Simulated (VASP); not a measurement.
# MnS: single point with PBEsol+U

The system is MnS.

```
Mn S
1.0
     3.00955    0.05391   -0.00232
     0.05391    3.05967    0.00297
    -0.00232    0.00297    3.03399
Mn S
1 1
Direct
  0.49197 0.45499 0.49450
  0.99019 0.02760 0.00652
```

```json
{
  "Program": "VASP 6.6.1",
  "Task": "single point",
  "Functional": "PBEsol",
  "Potentials or basis": "VASP PAW PBE potentials, release 64 (Mn_pv, S)",
  "Cutoff": "520 eV",
  "k mesh": "7 × 6 × 7",
  "Occupations": "methfessel-paxton, width 0.1 eV",
  "Spin": "collinear spin, ferromagnetic start",
  "Starting moments": "[5.2, 0.0] μB",
  "Hubbard terms": "Mn d U = 2.9 eV, J = 0.9 eV",
  "Dipole correction": "no",
  "LDAUTYPE": "1",
  "Hund's J": "0.9",
  "Further INCAR settings": "ALGO = Normal; EDIFF = 1e-07; NBANDS = 20"
}
```

| Property | Result |
| --- | --- |
| Pressure | 11.1 GPa |
| Largest force | 0.420 eV/Å |
| Net moment | 4.14 μB per cell |
| Site moments | Mn +4.00; S -0.03 μB |
| Valence electrons inside the program's atomic spheres | Mn 11.48; S 3.71 |

Forces on the atoms (eV/Å):
```
Mn  -0.129  0.391  0.082
S    0.129 -0.391 -0.082
```

Stress tensor (GPa, compression positive):
```
11.98  0.34 -0.14
 0.34 10.27  0.68
-0.14  0.68 11.20
```

Levels at points of the mesh, in eV from the Fermi level:
Spin up:
```tsv
k point	band 10	band 11	band 12	band 13	band 14	band 15
(0.00, 0.00, 0.00)	-1.78	-1.76	-1.54	2.11	6.23	6.63
(0.00, 0.50, 0.00)	-2.56	0.77	0.83	5.01	6.34	7.97
```
Spin down:
| k point | band 4 | band 5 | band 6 | band 7 | band 8 | band 9 | band 10 | band 11 |
| --- | --- | --- | --- | --- | --- | --- | --- | --- |
| (0.00, 0.00, 0.00) | -15.97 | -2.44 | -1.92 | -1.73 | -1.00 | -0.23 | 2.05 | 2.24 |
| (0.00, 0.50, 0.00) | -14.37 | -8.29 | -2.16 | -2.03 | -0.09 | 2.32 | 2.57 | 3.74 |

Eigenvalues of the final occupation matrices:
| site | spin | trace | eigenvalues |
| --- | --- | --- | --- |
| site 1 d | 1 | 4.50 | 0.89 0.90 0.90 0.90 0.91 |
| site 1 d | 2 | 0.55 | 0.08 0.08 0.10 0.12 0.16 |

It took 77 s on 1 thread of AMD EPYC 9R45 96-Core Processor (Zen 5), with other jobs on the host, peak memory 0.21 GiB.

Caveat: the cell stands under pressure; the PAW data sets were made with another functional, which shifts forces and pressure a little; a cell with one magnetic atom can't hold antiferromagnetic order, which such compounds often take. The state reached can hang on the start; a lower one may exist.
